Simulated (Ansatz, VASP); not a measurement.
Two plane-wave programs on CdTe

File INCAR:

```
ALGO     = Normal         # electronic algorithm
EDIFF    = 1E-6           # SCF threshold, eV
ENCUT    = 520            # plane-wave cutoff, eV
GGA      = PE             # functional
ISIF     = 2              # what is computed and relaxed
ISMEAR   = -1             # smearing method
LASPH    = T              # aspherical terms in the spheres
LCHARG   = F              # write CHGCAR
LREAL    = F              # projectors in reciprocal space
LWAVE    = F              # write WAVECAR
NBANDS   = 26             # bands
NELM     = 100            # most SCF steps
PREC     = Accurate       # precision mode
SIGMA    = 0.05           # smearing width, eV
```

KPOINTS

```
k-points
0
Gamma
  6 6 5
```

Contents of POSCAR:

```
CdTe
1.0
    3.0855915320     -3.1151036966      0.0000000000
    3.0855915320      3.1151036966      0.0000000000
    0.0000000000      0.0000000000      6.1309886192
Te Cd
2 2
Direct
    0.2338630000      0.7661370000      0.2500000000
    0.7661370000      0.2338630000      0.7500000000
    0.7229700000      0.2770300000      0.2500000000
    0.2770300000      0.7229700000      0.7500000000
```

input.yaml

```yaml
crystal:
  lattice:
    - [3.085591532, -3.1151036966, 0.0]
    - [3.085591532, 3.1151036966, 0.0]
    - [0.0, 0.0, 6.1309886192]
  atoms:
    - { symbol: Te, position: [0.233863, 0.766137, 0.25] }
    - { symbol: Te, position: [0.766137, 0.233863, 0.75] }
    - { symbol: Cd, position: [0.72297, 0.27703, 0.25] }
    - { symbol: Cd, position: [0.27703, 0.72297, 0.75] }
hamiltonian:
  xc: pbe
  pseudopotentials: { kind: paw }
kpoints:
  mp_grid: { grid: [6, 6, 5] }
scf:
  occupations: { method: fermi_dirac, width: 0.05 }
output:
  forces: true
  stress: true
  eigenvalues: true
```

Alike in both runs: task single point; functional PBE; k mesh 6 × 6 × 5; occupations fermi-dirac, width 0.05 eV; no spin polarisation.

|  | VASP | Ansatz |
| --- | --- | --- |
| version | VASP 6.6.1 | Ansatz 0.2.0 |
| potentials or method | VASP PAW PBE potentials, release 64 (Te, Cd) | Ansatz PAW |
| plane-wave cutoff (eV) | 520 | 420 |
| valence electrons in the cell | 36 | 72 |

```csv
,VASP,Ansatz,Ansatz less VASP
gap on the k mesh at the Fermi level (eV),none,none,-
pressure (GPa),-1.0,-1.1,-0.12
"traceless stress, the component that is largest in VASP (GPa)",0.06,0.06,-0.002
rms of the force components (eV/Å),0.016,0.017,+0.0007
```

Atom by atom the forces differ by 0.002 eV/Å (rms over components). A gap of «none» marks a metal or a gap that the smearing closes. VASP's potentials hold 36 valence electrons a cell and Ansatz's 72, so a difference there can come from the potentials and not from the codes.

Spin-orbit coupling is off throughout.
